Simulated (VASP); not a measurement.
Input of a VASP 6.6.1 run:

The input INCAR:

```
SYSTEM = C
PREC = Accurate
ENCUT = 520
EDIFF = 1E-6
ISMEAR = 0
SIGMA = 0.02
LREAL = .FALSE.
LASPH = .TRUE.
NELM = 100
ALGO = Normal
ISIF = 2
LWAVE = .FALSE.
LCHARG = .TRUE.
GGA = PE
LELF = .TRUE.
LVHAR = .TRUE.
NBANDS = 11
```

KPOINTS

```
regular mesh
0
G
  12 12 12
  0 0 0
```

POSCAR

```
C
1.0
    0.0074011100      1.7705773540      1.7944035780
    1.7708091960      0.0013018820      1.8005028060
    1.7721110780      1.7779784640      0.0000000000
C
2
Direct
    0.4820455310      0.4913928451      0.5271111360
    0.7679544690      0.7586071549      0.7228888640
```

Potentials or basis: VASP PAW PBE potentials, release 64 (C).

Launch:

```sh
$ cat potpaw_PBE.64/C/POTCAR > POTCAR
$ mpirun -np 1 vasp_std > vasp.out
```

Task: Estimate the band gap on the k mesh.

Result: 1.73 eV (least direct gap 1.74 eV).

Task: Predict the pressure.

Result: 10.4 GPa.

Task: Predict the largest force.

Result: 3.910 eV/Å.

Stress tensor (GPa, compression positive):
```
16.47 -6.09 -5.39
-6.09 14.54  3.31
-5.39  3.31  0.13
```

Caveat: the cell differs from its parent crystal (atoms moved at random and the cell strained at random); the cell stands under pressure; forces of over 1 eV/Å act on the atoms, so gaps and moduli don't describe the material at rest. A k mesh can miss the band edges.
